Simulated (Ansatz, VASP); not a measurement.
# AlP: VASP beside Ansatz

File POSCAR:

```
AlP
1.0
    0.0000000000      2.8488274949      2.8488274949
    2.8488274949      0.0000000000      2.8488274949
    2.8488274949      2.8488274949      0.0000000000
Al P
1 1
Direct
    0.0000000000      0.0000000000      0.0000000000
    0.2500000000      0.2500000000      0.2500000000
```

INCAR.step1

```
PREC     = Accurate       # precision mode
ENCUT    = 550            # plane-wave cutoff, eV
ISMEAR   = 0              # smearing method
SIGMA    = 0.01           # smearing width, eV
LREAL    = False          # projectors in reciprocal space
LASPH    = True           # aspherical terms in the spheres
NELM     = 120            # most SCF steps
NBANDS   = 11             # bands
GGA      = PE             # functional
ALGO     = Normal         # electronic algorithm
EDIFF    = 1E-5           # SCF threshold, eV
LWAVE    = True           # write WAVECAR
LCHARG   = False          # write CHGCAR
GGA_COMPAT= False
```

The input INCAR.step2:

```
PREC     = Accurate       # precision mode
ENCUT    = 550            # plane-wave cutoff, eV
EDIFF    = 1E-6           # SCF threshold, eV
ISMEAR   = 0              # smearing method
SIGMA    = 0.01           # smearing width, eV
LREAL    = False          # projectors in reciprocal space
LASPH    = True           # aspherical terms in the spheres
NELM     = 120            # most SCF steps
ALGO     = Normal         # electronic algorithm
ISIF     = 2              # what is computed and relaxed
LWAVE    = False          # write WAVECAR
LCHARG   = False          # write CHGCAR
METAGGA  = R2SCAN         # meta-GGA
LMIXTAU  = True         
NBANDS   = 11             # bands
ISTART   = 1            
GGA_COMPAT= False
```

The input KPOINTS:

```
Automatic mesh
0
Gamma
  8 8 8
```

Input for Ansatz:

```yaml
crystal:
  lattice:
    - [0.0, 2.8488274949, 2.8488274949]
    - [2.8488274949, 0.0, 2.8488274949]
    - [2.8488274949, 2.8488274949, 0.0]
  atoms:
    - { symbol: Al, position: [0.0, 0.0, 0.0] }
    - { symbol: P, position: [0.25, 0.25, 0.25] }
kpoints:
  mp_grid: { grid: [8, 8, 8] }
  band_path:
    path:
      - [0.0, 0.0, 0.0]
      - [-0.5, -0.5, 0.0]
      - [-0.375, -0.375, 0.25]
      - [-0.375, 0.0, 0.375]
      - [0.0, 0.0, 0.5]
      - [-0.5, -0.25, 0.25]
      - [0.0, 0.5, 0.5]
    npoints: 1
hamiltonian:
  xc: r2scan
scf:
  occupations: { method: fixed }
  n_extra_bands: 4
output:
  forces: true
  stress: true
  eigenvalues: true
```

Change from the starting cell: hydrostatic strain +4.0%.

Alike in both runs: task single point; functional r2SCAN; k mesh 8 × 8 × 8; no spin polarisation.

|  | VASP | Ansatz |
| --- | --- | --- |
| version | VASP 6.6.1 | Ansatz 0.2.0 |
| potentials or method | VASP PAW PBE potentials, release 64 (Al, P) | plane waves, PAW |
| plane-wave cutoff (eV) | 550 | 500 |
| occupations | gaussian, width 0.01 eV | fixed |
| valence electrons in the cell | 8 | 8 |

VASP gave:

```
gap on the k mesh at the Fermi level (eV) : 2.11
pressure (GPa)                            : -8.6
```

Task: Which values does Ansatz return?

Result: gap on the k mesh at the Fermi level (eV): 2.11; pressure (GPa): -8.3.

VASP's potentials were made for PBE, not for r2SCAN.
